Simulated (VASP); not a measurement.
Runs of VASP 6.6.1 on Li2Pd. The structure is that of space group P6/mmm (No. 191), or close to it. The cells are those of the table. 

| task | cell | cutoff (eV) | smearing | gap on the mesh (eV) | pressure (GPa) | relaxed volume (Å³/atom) |
| --- | --- | --- | --- | --- | --- | --- |
| single point | a = 4.121, b = 4.121, c = 2.627 Å, angles 90.0, 90.0, 120.0°, 3 atoms | 520 | gaussian 0.1 eV | none | - | - |
| single point | a = 4.121, b = 4.121, c = 2.629 Å, angles 90.0, 90.0, 120.0°, 3 atoms | 520 | fermi-dirac 0.15 eV | none | - | - |
| relaxation of cell and atoms | relaxed from a = 4.121, b = 4.121, c = 2.627 Å, angles 90.0, 90.0, 120.0°, 3 atoms | 600 | fermi-dirac 0.15 eV | none | 0.0 | 12.88 |
| relaxation of cell and atoms | relaxed from a = 4.227, b = 4.227, c = 2.732 Å, angles 90.0, 90.0, 120.0°, 3 atoms | 600 | gaussian 0.1 eV | none | 0.0 | (a) |

Alike in all rows: level LDA; potentials or basis VASP PAW LDA potentials, release 64 (Li_sv, Pd); no spin polarisation; k mesh 12 × 12 × 16.

**Question.** Estimate the missing entries.

**Answer.** (a) 12.86.

Caveats: the cutoff is under 1.25 times the usual one of these potentials, so pressure, stress and relaxed cells hold a basis-set (Pulay) error.

A k mesh can miss the band edges, and the runs leave out spin-orbit coupling on Pd.

A gap of «none» marks levels without a gap at the run's occupations.
